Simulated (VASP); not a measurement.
**ScAlN2: relaxation of cell and atoms with PBE**

ScAlN2:

```
Sc Al N
1.0
     3.72870    0.00000    0.00000
    -1.86435    3.22915    0.00000
     0.00000    0.00000    6.30996
Sc Al N
1 1 2
Cartesian
  0.0000 0.0000 3.1550
  0.0000 0.0000 0.0000
  0.0000 2.1528 3.1550
  1.8643 1.0764 3.1550
```

```yaml
Program: VASP 6.6.1
Task: relaxation of cell and atoms
Functional: PBE
Potentials_or_basis: VASP PAW PBE potentials, release 64 (Sc_sv, Al, N)
Cutoff: 600 eV
k_mesh: 12 × 12 × 8
Occupations: gaussian, width 0.1 eV
Spin: no spin polarisation
Dipole_correction: no
Further_INCAR_settings: ALGO = Normal; EDIFF = 1e-07; IBRION = 2; EDIFFG = -0.01; NSW = 100; ISIF = 3
```

```yaml
Relaxed_volume: 19.45 Å³/atom
Relaxed_cell: a = 3.732 Å, b = 3.732 Å, c = 6.449 Å, α = 90.00°, β = 90.00°, γ = 120.00°
Space_group_after_relaxing_to_0.05_Å: P6/mmm (No. 191)
Energy_gained_by_relaxing: 0.7 meV/atom
Ionic_steps: 6
Pressure_after_relaxing: 0.0 GPa
Band_gap_on_the_k_mesh: zero (band 12 reaches 3.67 eV, above the bottom of band 13 at 2.03 eV)
```

Stress tensor (GPa, compression positive):
```
 0.07  0.00  0.00
 0.00  0.07  0.00
 0.00  0.00 -0.04
```

The path:
| step | energy change (eV) | largest force (eV/Å) | pressure (GPa) | volume (Å³) |
| --- | --- | --- | --- | --- |
| 1 | 0.0000 | 0.0000 | 0.64 | 75.98 |
| 2 | -0.0012 | 0.0000 | -0.16 | 76.81 |
| 3 | -0.0013 | 0.0000 | 0.03 | 76.61 |
| 4 | -0.0016 | 0.0000 | 0.03 | 76.73 |
| 5 | -0.0023 | 0.0000 | 0.02 | 77.09 |
| 6 | -0.0027 | 0.0000 | 0.03 | 77.80 |

Final structure:
```cif
data_structure
_symmetry_space_group_name_H-M 'P 1'
_symmetry_Int_Tables_number 1
_cell_length_a 3.7325
_cell_length_b 3.7325
_cell_length_c 6.4486
_cell_angle_alpha 90.000
_cell_angle_beta 90.000
_cell_angle_gamma 120.000
_cell_volume 77.80
loop_
_atom_site_label
_atom_site_type_symbol
_atom_site_fract_x
_atom_site_fract_y
_atom_site_fract_z
_atom_site_occupancy
Sc1 Sc 0.00000 0.00000 0.50000 1
Al1 Al 0.00000 0.00000 0.00000 1
N1 N 0.33333 0.66667 0.50000 1
N2 N 0.66667 0.33333 0.50000 1
```

Levels at points of the mesh, in eV from the Fermi level:
| k point | band 9 | band 10 | band 11 | band 12 | band 13 | band 14 | band 15 | band 16 |
| --- | --- | --- | --- | --- | --- | --- | --- | --- |
| (0.00, 0.00, 0.00) | -5.15 | -3.82 | 0.87 | 1.19 | 1.40 | 1.40 | 2.41 | 3.30 |
| (0.50, 0.00, 0.00) | -3.01 | -2.76 | -1.04 | -1.03 | -0.07 | 1.22 | 1.83 | 2.88 |
| (0.00, 0.00, 0.50) | -5.15 | -2.65 | -1.23 | 0.87 | 1.41 | 1.41 | 3.19 | 3.19 |
| (0.50, 0.00, 0.50) | -3.27 | -2.91 | -0.59 | -0.36 | -0.07 | 0.23 | 1.20 | 2.53 |

It took 5.4 min on 1 thread of Intel(R) Xeon(R) 6975P-C (Granite Rapids) (shared host), peak memory 0.32 GiB.
